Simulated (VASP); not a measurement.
## Ti: single point with PBEsol

The system is Ti.

```
Ti
1.0
     2.84198    0.00000    0.00000
    -1.42099    2.46122    0.00000
     0.00000    0.00000    4.49660
Ti
2
Direct
  0.33333 0.66667 0.25000
  0.66667 0.33333 0.75000
```

This cell differs from its parent crystal: volume scaled by 0.94.

```yaml
Program: VASP 6.6.1
Task: single point
Functional: PBEsol
Potentials_or_basis: VASP PAW PBE potentials, release 64 (Ti_sv)
Cutoff: 520 eV
k_mesh: 15 × 15 × 8
Occupations: fermi-dirac, width 0.05 eV
Spin: no spin polarisation
```

```yaml
Pressure: 7.8 GPa
Band_gap_on_the_k_mesh: zero (band 12 reaches 10.12 eV, above the bottom of band 13 at 9.03 eV)
```

Levels at points of the mesh, in eV from the Fermi level:
| k point | band 10 | band 11 | band 12 | band 13 | band 14 | band 15 |
| --- | --- | --- | --- | --- | --- | --- |
| (0.00, 0.00, 0.00) | -2.96 | 0.81 | 0.81 | 0.96 | 1.09 | 1.39 |
| (0.00, 0.00, 0.50) | -4.44 | 0.08 | 0.08 | 0.70 | 0.70 | 0.70 |

Run time: 2 min on 1 thread of AMD EPYC 7R43 64-Core Processor (Zen 3), with other jobs on the host, peak memory 0.16 GiB.

Caveat: the PAW data sets were made with another functional, which shifts forces and pressure a little.
